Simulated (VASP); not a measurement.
Wanted: the native input for a VASP 6.6.1 run.

```yaml
Task: single point
Functional: r2SCAN
Potentials_or_basis: VASP PAW PBE potentials, release 64 (Pt)
Cutoff: 520 eV
k_mesh: 20 × 20 × 20
Occupations: gaussian, width 0.15 eV
Spin: no spin polarisation
Dipole_correction: no
Further_INCAR_settings: ALGO = Normal; EDIFF = 1e-06; NBANDS = 11
```

The system is Pt.

```xyz
1
Lattice="0.0000 1.7621 1.9579 1.7621 0.0000 1.9579 1.7621 1.7621 0.0000" Properties=species:S:1:pos:R:3 pbc="T T T"
Pt    0.0000    0.0000    0.0000
```

This cell differs from its parent crystal: strain -0.1000 x Voigt [1, 1, 0, 0, 0, 0].

The input as run:

POSCAR

```
Pt
1.0
    0.0000000000      1.7621100000      1.9579000000
    1.7621100000      0.0000000000      1.9579000000
    1.7621100000      1.7621100000      0.0000000000
Pt
1
Direct
    0.0000000000      0.0000000000      0.0000000000
```

INCAR.step1

```
ALGO = Normal ; EDIFF = 1E-4
ENCUT = 520 ; GGA = PE
ISMEAR = 0 ; LASPH = True
LCHARG = False ; LREAL = False
LWAVE = True ; NBANDS = 11
NELM = 100 ; PREC = Accurate
SIGMA = 0.15
```

INCAR.step2

```
ALGO = Normal ; EDIFF = 1E-6
ENCUT = 520 ; ISIF = 2
ISMEAR = 0 ; ISTART = 1
LASPH = True ; LCHARG = False
LMIXTAU = True ; LREAL = False
LWAVE = False ; METAGGA = R2SCAN
NBANDS = 11 ; NELM = 100
PREC = Accurate ; SIGMA = 0.15
```

KPOINTS

```
k-points
0
Gamma
  20 20 20
```

Potentials or basis: VASP PAW PBE potentials, release 64 (Pt).

Command:

```console
$ cat potpaw_PBE.64/Pt/POTCAR > POTCAR
$ cp INCAR.step1 INCAR
$ mpirun -np 1 vasp_std > vasp.out
$ cp INCAR.step2 INCAR
$ mpirun -np 1 vasp_std > vasp.out
```

It gave:

```
Pressure               : 120.6 GPa
Band gap on the k mesh : zero (band 5 reaches 17.41 eV, above the bottom of band 6 at 13.26 eV)
```

Caveat: the cell differs from its parent crystal (strain -0.1000 x Voigt [1, 1, 0, 0, 0, 0]); the PAW data sets were made with another functional, which shifts forces and pressure a little; spin-orbit coupling is left out, which moves the levels of the heavy elements.

Run time: 2.4 min on 1 thread of Intel(R) Xeon(R) Platinum 8559C (Emerald Rapids), with other jobs on the host, peak memory 0.2 GiB.
